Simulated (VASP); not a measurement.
# TaN (Fm-3m) in VASP: notebook, part 2 of 2

VASP 6.6.1. Earlier steps stand in the parts before.

## Step 3: Single point, PBEsol+U

INCAR reads:

```
SYSTEM = TaN
ALGO = Normal ; EDIFF = 1E-7
ENCUT = 520 ; GGA = PS
ISIF = 2 ; ISMEAR = -1
LASPH = .True. ; LCHARG = .False.
LDAU = .True. ; LDAUJ = 0 0
LDAUL = 2 -1 ; LDAUPRINT = 1
LDAUTYPE = 2 ; LDAUU = 2 0
LMAXMIX = 4 ; LREAL = .False.
LWAVE = .False. ; NBANDS = 15
NELM = 150 ; PREC = Accurate
SIGMA = 0.05
```

KPOINTS reads:

```
k-points
0
Gamma
  10 10 10
  0 0 0
```

POSCAR reads:

```
TaN
1.0
    0.0000000000      2.2113230000      2.2113230000
    2.2113230000      0.0000000000      2.2113230000
    2.2113230000      2.2113230000      0.0000000000
Ta N
1 1
Direct
    0.5000000000      0.5000000000      0.5000000000
    0.0000000000      0.0000000000      0.0000000000
```

Potentials or basis: VASP PAW PBE potentials, release 64 (Ta_pv, N).

On the command line:

```sh
cat potpaw_PBE.64/Ta_pv/POTCAR potpaw_PBE.64/N/POTCAR > POTCAR
mpirun -np 1 vasp_std > vasp.out
```

OUTCAR:

```text
SYSTEM = TaN
   EDIFF = 1E-7
   ENCUT = 520
   GGA = PS
   ISIF = 2
   ISMEAR = -1
   LASPH = .True.
   LREAL = .False.
   NELM = 150
   PREC = Accurate

 ion  position               nearest neighbor table
   1  0.500  0.500  0.500-   2 2.21   2 2.21   2 2.21   2 2.21   2 2.21   2 2.21
   2  0.000  0.000  0.000-   1 2.21   1 2.21   1 2.21   1 2.21   1 2.21   1 2.21

  LATTYP: Found a face centered cubic cell.
 ALAT       =     4.4226460000

  Lattice vectors:

[... 656 lines left out ...]

  FORCE on cell =-STRESS in cart. coord.  units (eV):
  Direction    XX          YY          ZZ          XY          YZ          ZX
  --------------------------------------------------------------------------------------
  -------------------------------------------------------------------------------------
  Total       -0.5609273     -0.5609273     -0.5609273      0.0000000      0.0000000      0.0000000
  in kB      -41.5557033    -41.5557033    -41.5557033      0.0000000      0.0000000      0.0000000
  external PRESSURE =     -41.5557033 kB  Pullay stress =       0.0000000 kB

 VOLUME and BASIS-vectors are now :
 -----------------------------------------------------------------------------
  energy-cutoff  :      520.00
  volume of cell :       21.63
      direct lattice vectors                 reciprocal lattice vectors
     0.000000000  2.211323000  2.211323000    -0.226108985  0.226108985  0.226108985
     2.211323000  0.000000000  2.211323000     0.226108985 -0.226108985  0.226108985
     2.211323000  2.211323000  0.000000000     0.226108985  0.226108985 -0.226108985

 POSITION                                       TOTAL-FORCE (eV/Angst)
 -----------------------------------------------------------------------------------
      2.21132      2.21132      2.21132         0.000000      0.000000     -0.000000
      0.00000      0.00000      0.00000        -0.000000     -0.000000      0.000000
 -----------------------------------------------------------------------------------
    total drift:                                0.000000     -0.000000     -0.000000

  FREE ENERGIE OF THE ION-ELECTRON SYSTEM (eV)
  ---------------------------------------------------
  free  energy   TOTEN  =       -21.3690768005 eV

  energy  without entropy=      -21.3639791195  energy(sigma->0) =      -21.36652796
```

stdout:

```text
POSCAR found type information on POSCAR TaN
 POSCAR found :  2 types and       2 ions
 scaLAPACK will be used
 -----------------------------------------------------------------------------
|                                                                             |
|                                                                             |
|     You enforced a specific xc type in the INCAR file but a different       |
|     I HOPE YOU KNOW WHAT YOU ARE DOING!                                     |
|                                                                             |
 -----------------------------------------------------------------------------

 LDA part: xc-table for (Slater+PW92), standard interpolation
 POSCAR, INCAR and KPOINTS ok, starting setup
 FFT: planning ... GRIDC
 FFT: planning ... GRID_SOFT
 FFT: planning ... GRID
 WAVECAR not read
 entering main loop
```

Run time: 16 s. Hardware: 1 thread of Intel Xeon 8259CL, shared host; peak memory 0.15 GiB.

Results:

| Quantity | Value |
| --- | --- |
| Free energy | -21.3691 eV |
| Pressure | -4.2 GPa |
| Band gap on the k mesh | zero (band 8 reaches 11.34 eV, above the bottom of band 9 at 7.38 eV) |

Eigenvalues of the final occupation matrices:
| site | spin | trace | eigenvalues |
| --- | --- | --- | --- |
| site 1 d | 1 | 1.20 | 0.20 0.20 0.27 0.27 0.27 |
| site 1 d | 2 | 1.20 | 0.20 0.20 0.27 0.27 0.27 |

Caveat: the PAW data sets were made with another functional, which shifts forces and pressure a little; spin-orbit coupling is left out, which moves the levels of the heavy elements; U without spin polarisation on a metal has little footing.

## Step 4: Single point, PBEsol+U

INCAR reads:

```
SYSTEM = TaN
PREC     = Accurate       ! precision mode
ENCUT    = 520            ! plane-wave cutoff, eV
EDIFF    = 1E-6           ! SCF threshold, eV
ISMEAR   = -1             ! smearing method
SIGMA    = 0.05           ! smearing width, eV
LREAL    = .False.        ! projectors in reciprocal space
LASPH    = .True.         ! aspherical terms in the spheres
NELM     = 150            ! most SCF steps
ALGO     = Normal         ! electronic algorithm
ISIF     = 2              ! what is computed and relaxed
LWAVE    = .False.        ! write WAVECAR
LCHARG   = .False.        ! write CHGCAR
LMAXMIX  = 4              ! l up to which the mixer works
LDAU     = .True.         ! DFT+U
LDAUTYPE = 2            
LDAUL    = 2 -1           ! shell
LDAUU    = 4 0            ! U, eV
LDAUJ    = 0 0          
LDAUPRINT= 1            
GGA      = PS             ! functional
NBANDS   = 15             ! bands
```

KPOINTS reads:

```
regular mesh
0
Gamma
  10 10 10
  0 0 0
```

POSCAR is that of step 3.

On the command line:

```sh
cat potpaw_PBE.64/Ta_pv/POTCAR potpaw_PBE.64/N/POTCAR > POTCAR
mpirun -np 1 vasp_std > vasp.out
```

It took 15 s on 1 thread of Intel Xeon 8259CL, shared host; peak memory 0.15 GiB.

The run converged. Its results:

```yaml
Free_energy: -19.5687 eV
Pressure: 1.9 GPa
Band_gap_on_the_k_mesh: zero (band 8 reaches 11.64 eV, above the bottom of band 9 at 7.67 eV)
```

Levels at points of the mesh, in eV from the Fermi level:
| k point | band 4 | band 5 | band 6 | band 7 | band 8 | band 9 | band 10 | band 11 | band 12 | band 13 |
| --- | --- | --- | --- | --- | --- | --- | --- | --- | --- | --- |
| (0.00, 0.00, 0.00) | -19.00 | -4.01 | -4.01 | -4.01 | -2.04 | -2.04 | -2.04 | 0.35 | 0.35 | 0.98 |
| (0.50, 0.00, 0.00) | -15.99 | -10.55 | -7.46 | -7.46 | 1.93 | 1.96 | 1.96 | 3.25 | 7.57 | 7.57 |
| (0.50, 0.50, 0.00) | -17.52 | -6.99 | -5.41 | -4.88 | -4.88 | 2.41 | 3.60 | 3.60 | 4.48 | 6.17 |

Eigenvalues of the final occupation matrices:
```csv
site,spin,trace,eigenvalues
site 1 d,1,1.17,0.19 0.19 0.26 0.26 0.26
site 1 d,2,1.17,0.19 0.19 0.26 0.26 0.26
```

Caveat: the PAW data sets were made with another functional, which shifts forces and pressure a little; spin-orbit coupling is left out, which moves the levels of the heavy elements; U without spin polarisation on a metal has little footing.

## Step 5: Overview

```csv
task,level,U,cell,cutoff (eV),gap on the mesh (eV),pressure (GPa)
relaxation of cell and atoms,PBEsol,-,relaxed to 30 GPa,600,none,30.0
single point,PBEsol+U,Ta d U = 2.0 eV,as given,520,none,-4.2
single point,PBEsol+U,Ta d U = 4.0 eV,as given,520,none,1.9
```

Alike in all rows: potentials or basis VASP PAW PBE potentials, release 64 (Ta_pv, N); no spin polarisation; k mesh 10 × 10 × 10; smearing fermi-dirac 0.05 eV.

Caveats: the PAW data sets were made with another functional, which shifts forces and pressure a little; spin-orbit coupling is left out, which moves the levels of the heavy elements; U without spin polarisation on a metal has little footing (some runs); the cell is relaxed towards a set pressure, so the enthalpy falls and the energy may rise (some runs).

Absolute energies hang on the potentials; compare differences alone.
